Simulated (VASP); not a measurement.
# BaZrO3 (Pm-3m) in VASP: further runs

Runs on BaZrO3. Level: LDA. Tasks: vibrations by perturbation theory.

All numbers are computed with VASP 6.6.1; they aren't measurements. Logs are shortened: lines on timing, memory, paths and dates and some standing lists are left out, and cuts for length are marked.

### 1 The cell of the first run

Symmetry: Pm-3m, No. 221, cubic system. Conventional cell: a = 4.127 Å, b = 4.127 Å, c = 4.127 Å, α = 90.00°, β = 90.00°, γ = 90.00°. Ba (site symmetry m-3m) has 12 O at 2.92 Å and 8 Zr at 3.57 Å within 3.8 Å. Within 2.7 Å of Zr (site symmetry m-3m) lie 6 O at 2.06 Å. O (site symmetry 4/mmm) has 2 Zr at 2.06 Å within 2.7 Å.

### 2 Vibrations by perturbation theory, LDA (volume scaled by 0.985)

The input, INCAR:

```
ALGO     = Normal         # electronic algorithm
EDIFF    = 1E-8           # SCF threshold, eV
ENCUT    = 520            # plane-wave cutoff, eV
IBRION   = 8              # ionic algorithm
ISIF     = 2              # what is computed and relaxed
ISMEAR   = 0              # smearing method
LASPH    = T              # aspherical terms in the spheres
LCHARG   = F              # write CHGCAR
LREAL    = F              # projectors in reciprocal space
LWAVE    = F              # write WAVECAR
NELM     = 60             # most SCF steps
NSW      = 1              # ionic steps
PREC     = Accurate       # precision mode
SIGMA    = 0.01           # smearing width, eV
```

The input, KPOINTS:

```
k-points
0
Gamma
  4 4 4
```

The input, POSCAR:

```
BaZrO3
1.0
    4.1265213537      0.0000000000      0.0000000000
    0.0000000000      4.1265213537      0.0000000000
    0.0000000000      0.0000000000      4.1265213537
Ba Zr O
1 1 3
Direct
    0.0000000000      0.0000000000      0.0000000000
    0.5000000000      0.5000000000      0.5000000000
    0.0000000000      0.5000000000      0.5000000000
    0.5000000000      0.0000000000      0.5000000000
    0.5000000000      0.5000000000      0.0000000000
```

Potentials or basis: VASP PAW LDA potentials, release 64 (Ba_sv, Zr_sv, O).

Started as:

```bash
cat potpaw_LDA.64/Ba_sv/POTCAR potpaw_LDA.64/Zr_sv/POTCAR potpaw_LDA.64/O/POTCAR > POTCAR
mpirun -np 1 vasp_std > vasp.out
```

OUTCAR:

```text
EDIFF = 1E-8
   ENCUT = 520
   IBRION = 8
   ISIF = 2
   ISMEAR = 0
   LASPH = T
   LREAL = F
   NELM = 60
   NSW = 1
   PREC = Accurate

 ion  position               nearest neighbor table
   1  0.000  0.000  0.000-   3 2.92   4 2.92   5 2.92   3 2.92   4 2.92   3 2.92   5 2.92   3 2.92
                             4 2.92   5 2.92   4 2.92   5 2.92   2 3.57   2 3.57   2 3.57   2 3.57
   2  0.500  0.500  0.500-   3 2.06   4 2.06   5 2.06   5 2.06   4 2.06   3 2.06   1 3.57   1 3.57
                             1 3.57   1 3.57   1 3.57   1 3.57   1 3.57   1 3.57
   3  0.000  0.500  0.500-   2 2.06   2 2.06   1 2.92   1 2.92   1 2.92   1 2.92
   4  0.500  0.000  0.500-   2 2.06   2 2.06   1 2.92   1 2.92   1 2.92   1 2.92
   5  0.500  0.500  0.000-   2 2.06   2 2.06   1 2.92   1 2.92   1 2.92   1 2.92

  LATTYP: Found a simple cubic cell.
 ALAT       =     4.1265213537

  Lattice vectors:

 A1 = (   4.1265213537,   0.0000000000,   0.0000000000)
 A2 = (   0.0000000000,   4.1265213537,   0.0000000000)
 A3 = (   0.0000000000,   0.0000000000,   4.1265213537)

Analysis of symmetry for initial positions (statically):
=====================================================================
 Subroutine PRICEL returns:
 Original cell was already a primitive cell.

 Routine SETGRP: Setting up the symmetry group for a
 simple cubic supercell.

 Subroutine GETGRP returns: Found 48 space group operations
 (whereof 48 operations were pure point group operations)
 out of a pool of 48 trial point group operations.

The static configuration has the point symmetry O_h .

Analysis of symmetry for dynamics (positions and initial velocities):
=====================================================================
 Subroutine PRICEL returns:
 Original cell was already a primitive cell.

 Routine SETGRP: Setting up the symmetry group for a
 simple cubic supercell.

 Subroutine GETGRP returns: Found 48 space group operations
 (whereof 48 operations were pure point group operations)
 out of a pool of 48 trial point group operations.

The dynamic configuration has the point symmetry O_h .

 Subroutine INISYM returns: Found 48 space group operations
 (whereof 48 operations are pure point group operations),
 and found     1 'primitive' translations

----------------------------------------------------------------------------------------

                                     Primitive cell

  volume of cell :      70.2671

  direct lattice vectors                    reciprocal lattice vectors
     4.126521354  0.000000000  0.000000000     0.242334866  0.000000000  0.000000000
     0.000000000  4.126521354  0.000000000     0.000000000  0.242334866  0.000000000
     0.000000000  0.000000000  4.126521354     0.000000000  0.000000000  0.242334866

  length of vectors
     4.126521354  4.126521354  4.126521354     0.242334866  0.242334866  0.242334866

  position of ions in fractional coordinates (direct lattice)
     0.000000000  0.000000000  0.000000000
     0.500000000  0.500000000  0.500000000
[... 401 lines left out ...]
  -------------------------------------------------------------------------------------
  Total        1.9269029      1.9269029      1.9269029     -0.0000000     -0.0000000      0.0000000
  in kB       43.9357588     43.9357588     43.9357588     -0.0000000     -0.0000000      0.0000000
  external PRESSURE =      43.9357588 kB  Pullay stress =       0.0000000 kB

 VOLUME and BASIS-vectors are now :
 -----------------------------------------------------------------------------
  energy-cutoff  :      520.00
  volume of cell :       70.27
      direct lattice vectors                 reciprocal lattice vectors
     4.126521354  0.000000000  0.000000000     0.242334866  0.000000000  0.000000000
     0.000000000  4.126521354  0.000000000     0.000000000  0.242334866  0.000000000
     0.000000000  0.000000000  4.126521354     0.000000000  0.000000000  0.242334866

 POSITION                                       TOTAL-FORCE (eV/Angst)
 -----------------------------------------------------------------------------------
      0.00000      0.00000      0.00000         0.000000      0.000000      0.000000
      2.06326      2.06326      2.06326         0.000000      0.000000      0.000000
      0.00000      2.06326      2.06326         0.000000      0.000000      0.000000
      2.06326      0.00000      2.06326         0.000000      0.000000      0.000000
      2.06326      2.06326      0.00000         0.000000      0.000000      0.000000
 -----------------------------------------------------------------------------------
    total drift:                                0.000000     -0.000000     -0.000000

  FREE ENERGIE OF THE ION-ELECTRON SYSTEM (eV)
  ---------------------------------------------------
  free  energy   TOTEN  =       -45.7063676125 eV

  energy  without entropy=      -45.7063676125  energy(sigma->0) =      -45.70636761

[... ionic steps 2 to 9 ...]

--------------------------------------- Ionic step       10  -------------------------------------------

------------------------ aborting loop because EDIFF is reached ----------------------------------------

--------------------------------------- Ionic step       11  -------------------------------------------

 Free energy of the ion-electron system (eV)
  ---------------------------------------------------
  ---------------------------------------------------
  free energy    TOTEN  =        -0.36301870 eV

  energy without entropy =       -0.36301870

------------------------ aborting loop because EDIFF is reached ----------------------------------------

 INTERNAL STRAIN TENSOR  FOR ION    3  DIRECTION 2   (eV/Angst):
 -----------------------------------------------------------------------------
    -0.04884  0.00000  0.00000
     0.00000  0.04560  0.00000
     0.00000  0.00000  0.00091

 INTERNAL STRAIN TENSOR FOR ION    5 for displacements in x,y,z  (eV/Angst):
          X           Y           Z          XY          YZ          ZX
  --------------------------------------------------------------------------------
  x     0.00000     0.00000     0.00000     0.00000     0.00000     0.00000
  y     0.00000     0.00000     0.00000     0.00000     0.00000     0.00000
  z     0.00000     0.00000     0.00000     0.00000     0.00000     0.00000

 SECOND DERIVATIVES (NOT SYMMETRIZED)
 ------------------------------------
               1X          1Y          1Z          2X          2Y          2Z          3X          3Y          3Z          4X          4Y          4Z          5X          5Y          5Z
  1X    -4.399237    0.000000   -0.000000    3.878086   -0.000000   -0.000000    1.197963   -0.000000   -0.000000   -0.338406    0.000000   -0.000000   -0.338406    0.000000   -0.000000
  1Y     0.000000   -4.399237   -0.000000    0.000000    3.878086   -0.000000   -0.000000   -0.338406   -0.000000   -0.000000    1.197963   -0.000000   -0.000000   -0.338406   -0.000000
  1Z     0.000000   -0.000000   -4.399237   -0.000000    0.000000    3.878086    0.000000    0.000000   -0.338406    0.000000   -0.000000   -0.338406    0.000000   -0.000000    1.197963
  2X     3.869731    0.000000   -0.000000  -10.363322    0.000000    0.000000    7.608080    0.000000    0.000000   -0.557245    0.000000    0.000000   -0.557245   -0.000000   -0.000000
  2Y     0.000000    3.869731    0.000000   -0.000000  -10.363322    0.000000    0.000000   -0.557245    0.000000    0.000000    7.608080   -0.000000   -0.000000   -0.557245   -0.000000
  2Z     0.000000    0.000000    3.869731    0.000000    0.000000  -10.363322    0.000000   -0.000000   -0.557245   -0.000000    0.000000   -0.557245    0.000000    0.000000    7.608080
  3X     1.205483    0.000000    0.000000    7.619972    0.000000    0.000000  -15.882154    0.000000    0.000000    3.528349    0.000000    0.000000    3.528349    0.000000   -0.000000
  3Y     0.000000   -0.333176    0.000000    0.000000   -0.560206    0.000000    0.000000   -2.075297    0.000000    0.000000    3.523529    0.000000    0.000000   -0.554851    0.000000
  3Z     0.000000    0.000000   -0.333176    0.000000    0.000000   -0.560206    0.000000    0.000000   -2.075297    0.000000    0.000000   -0.554851    0.000000    0.000000    3.523529
  4X    -0.333176    0.000000    0.000000   -0.560206    0.000000    0.000000    3.523529    0.000000    0.000000   -2.075297    0.000000    0.000000   -0.554851    0.000000    0.000000
  4Y     0.000000    1.205483    0.000000    0.000000    7.619972    0.000000    0.000000    3.528349   -0.000000    0.000000  -15.882154   -0.000000    0.000000    3.528349    0.000000
  4Z     0.000000    0.000000   -0.333176    0.000000    0.000000   -0.560206    0.000000    0.000000   -0.554851    0.000000    0.000000   -2.075297    0.000000    0.000000    3.523529
  5X    -0.333176    0.000000    0.000000   -0.560206    0.000000    0.000000    3.523529    0.000000    0.000000   -0.554851    0.000000    0.000000   -2.075297    0.000000    0.000000
  5Y     0.000000   -0.333176    0.000000    0.000000   -0.560206    0.000000    0.000000   -0.554851    0.000000    0.000000    3.523529    0.000000    0.000000   -2.075297    0.000000
  5Z    -0.000000   -0.000000    1.205483    0.000000    0.000000    7.619972   -0.000000   -0.000000    3.528349   -0.000000   -0.000000    3.528349   -0.000000   -0.000000  -15.882154

 Eigenvectors and eigenvalues of the dynamical matrix
 ----------------------------------------------------

   1 f  =   16.653101 THz   104.634518 2PiTHz  555.487651 cm-1    68.871660 meV
             X         Y         Z           dx          dy          dz
      0.000000  0.000000  0.000000     0.018610   -0.000038    0.000000
      2.063261  2.063261  2.063261     0.187776   -0.000384   -0.000000
      0.000000  2.063261  2.063261    -0.933762   -0.000439    0.000000
      2.063261  0.000000  2.063261     0.215032    0.001907   -0.000000
      2.063261  2.063261  0.000000     0.215032   -0.000439    0.000000
[... 105 lines left out ...]
  15 f/i=    0.004613 THz     0.028985 2PiTHz    0.153878 cm-1     0.019078 meV
             X         Y         Z           dx          dy          dz
      0.000000  0.000000  0.000000     0.700306    0.083164   -0.000058
      2.063261  2.063261  2.063261     0.570249    0.067720   -0.000048
      0.000000  2.063261  2.063261     0.238417    0.028307   -0.000020
      2.063261  0.000000  2.063261     0.238368    0.028313   -0.000020
      2.063261  2.063261  0.000000     0.238368    0.028307   -0.000020

--------------------------------------------------------------------------------------------------------

 ELASTIC MODULI CONTR FROM IONIC RELAXATION (kBar)
 Direction    XX          YY          ZZ          XY          YZ          ZX
 --------------------------------------------------------------------------------
 XX           0.0000      0.0000      0.0000      0.0000      0.0000      0.0000
 YY           0.0000      0.0000      0.0000      0.0000      0.0000      0.0000
 ZZ           0.0000      0.0000      0.0000      0.0000      0.0000      0.0000
 XY           0.0000      0.0000      0.0000      0.0000      0.0000      0.0000
 YZ           0.0000      0.0000      0.0000      0.0000      0.0000      0.0000
 ZX           0.0000      0.0000      0.0000      0.0000      0.0000      0.0000
 --------------------------------------------------------------------------------
```

It took 3.5 min on 1 thread of Intel Xeon 6975P-C, shared host; peak memory 0.28 GiB.

Results:

```yaml
Highest_phonon_frequency_at_Γ_LO-TO_splitting_left_out: 555 cm⁻¹
```

Phonon frequencies in cm⁻¹ (negative: imaginary):
```csv
q point,frequencies
"(0.000, 0.000, 0.000)",0 0 0 111 111 111 161 161 161 183 183 183 555 555 555
```

Caveat: the k points lie up to 0.38 Å⁻¹ apart; the cell differs from its parent crystal (volume scaled by 0.985); the cell wasn't relaxed at this level first, which shifts response properties; spin-orbit coupling is left out, which moves the levels of the heavy elements.

### 3 Vibrations by perturbation theory, LDA

This run uses another cell than the first one, of 14.27 Å³/atom, 1.015 times its volume.

The input, INCAR:

```
PREC = Accurate
ENCUT = 520
EDIFF = 1E-8
ISMEAR = 0
SIGMA = 0.01
LREAL = False
LASPH = True
NELM = 60
ALGO = Normal
ISIF = 2
LWAVE = False
LCHARG = False
GGA = CA
NBANDS = 28
IBRION = 8
NSW = 1
```

The input, KPOINTS:

```
regular mesh
0
Gamma
  4 4 4
```

Changes to POSCAR since step 2:

```diff
@@ -2,5 +2,5 @@
 1.0
-    4.1265213537      0.0000000000      0.0000000000
-    0.0000000000      4.1265213537      0.0000000000
-    0.0000000000      0.0000000000      4.1265213537
+    4.1473627242      0.0000000000      0.0000000000
+    0.0000000000      4.1473627242      0.0000000000
+    0.0000000000      0.0000000000      4.1473627242
 Ba Zr O
```

Potentials or basis: VASP PAW LDA potentials, release 64 (Ba_sv, Zr_sv, O).

Started as:

```bash
cat potpaw_LDA.64/Ba_sv/POTCAR potpaw_LDA.64/Zr_sv/POTCAR potpaw_LDA.64/O/POTCAR > POTCAR
mpirun -np 1 vasp_std > vasp.out
```

OUTCAR:

```text
PREC = Accurate
   ENCUT = 520
   EDIFF = 1E-8
   ISMEAR = 0
   LREAL = False
   LASPH = True
   NELM = 60
   ISIF = 2
   GGA = CA
   IBRION = 8
   NSW = 1

 ion  position               nearest neighbor table
   1  0.000  0.000  0.000-   3 2.93   4 2.93   5 2.93   3 2.93   4 2.93   3 2.93   5 2.93   3 2.93
                             4 2.93   5 2.93   4 2.93   5 2.93   2 3.59   2 3.59   2 3.59   2 3.59
   2  0.500  0.500  0.500-   3 2.07   4 2.07   5 2.07   5 2.07   4 2.07   3 2.07   1 3.59   1 3.59
                             1 3.59   1 3.59   1 3.59   1 3.59   1 3.59   1 3.59
   3  0.000  0.500  0.500-   2 2.07   2 2.07   1 2.93   1 2.93   1 2.93   1 2.93
   4  0.500  0.000  0.500-   2 2.07   2 2.07   1 2.93   1 2.93   1 2.93   1 2.93
   5  0.500  0.500  0.000-   2 2.07   2 2.07   1 2.93   1 2.93   1 2.93   1 2.93

  LATTYP: Found a simple cubic cell.
[... 570 lines left out ...]
  4X    -0.437367    0.000000    0.000000   -0.317820    0.000000    0.000000    3.464161    0.000000    0.000000   -2.148321    0.000000    0.000000   -0.560654    0.000000    0.000000
  4Y    -0.000000    1.195305    0.000000    0.000000    6.422215   -0.000000    0.000000    3.472952    0.000000   -0.000000  -14.563425   -0.000000    0.000000    3.472952   -0.000000
  4Z     0.000000    0.000000   -0.437367    0.000000    0.000000   -0.317820    0.000000    0.000000   -0.560654    0.000000    0.000000   -2.148321    0.000000    0.000000    3.464161
  5X    -0.437367    0.000000    0.000000   -0.317820    0.000000    0.000000    3.464161    0.000000    0.000000   -0.560654    0.000000    0.000000   -2.148321    0.000000    0.000000
  5Y     0.000000   -0.437367    0.000000    0.000000   -0.317820    0.000000    0.000000   -0.560654    0.000000    0.000000    3.464161    0.000000    0.000000   -2.148321    0.000000
  5Z     0.000000    0.000000    1.195305   -0.000000   -0.000000    6.422215   -0.000000    0.000000    3.472952    0.000000   -0.000000    3.472952   -0.000000   -0.000000  -14.563425

 Eigenvectors and eigenvalues of the dynamical matrix
 ----------------------------------------------------

   1 f  =   16.011740 THz   100.604726 2PiTHz  534.094140 cm-1    66.219204 meV
             X         Y         Z           dx          dy          dz
      0.000000  0.000000  0.000000    -0.000000    0.000000   -0.021978
      2.073681  2.073681  2.073681    -0.000000    0.000000   -0.168673
      0.000000  2.073681  2.073681     0.000000    0.000000   -0.230940
      2.073681  0.000000  2.073681    -0.000000   -0.000000   -0.230940
      2.073681  2.073681  0.000000    -0.000000    0.000000    0.929731
[... 105 lines left out ...]
  15 f/i=    0.003536 THz     0.022216 2PiTHz    0.117941 cm-1     0.014623 meV
             X         Y         Z           dx          dy          dz
      0.000000  0.000000  0.000000     0.637672   -0.299576    0.000002
      2.073681  2.073681  2.073681     0.519717   -0.244161    0.000002
      0.000000  2.073681  2.073681     0.217680   -0.102433    0.000001
      2.073681  0.000000  2.073681     0.218037   -0.102265    0.000001
      2.073681  2.073681  0.000000     0.218037   -0.102433    0.000001

--------------------------------------------------------------------------------------------------------

 ELASTIC MODULI CONTR FROM IONIC RELAXATION (kBar)
 Direction    XX          YY          ZZ          XY          YZ          ZX
 --------------------------------------------------------------------------------
 XX           0.0000      0.0000      0.0000      0.0000      0.0000      0.0000
 YY           0.0000      0.0000      0.0000      0.0000      0.0000      0.0000
 ZZ           0.0000      0.0000      0.0000      0.0000      0.0000      0.0000
 XY           0.0000      0.0000      0.0000      0.0000      0.0000      0.0000
 YZ           0.0000      0.0000      0.0000      0.0000      0.0000      0.0000
 ZX           0.0000      0.0000      0.0000      0.0000      0.0000      0.0000
 --------------------------------------------------------------------------------
```

Wall time 4 min (1 thread of Intel Xeon 6975P-C, shared host); peak memory 0.31 GiB.

Results:

- Highest phonon frequency at Γ, LO-TO splitting left out: 534 cm⁻¹

Phonon frequencies in cm⁻¹ (negative: imaginary):
```csv
q point,frequencies
"(0.000, 0.000, 0.000)",0 0 0 104 104 104 164 164 164 184 184 184 534 534 534
```

Caveat: the k points lie up to 0.38 Å⁻¹ apart; the cell wasn't relaxed at this level first, which shifts response properties; spin-orbit coupling is left out, which moves the levels of the heavy elements.
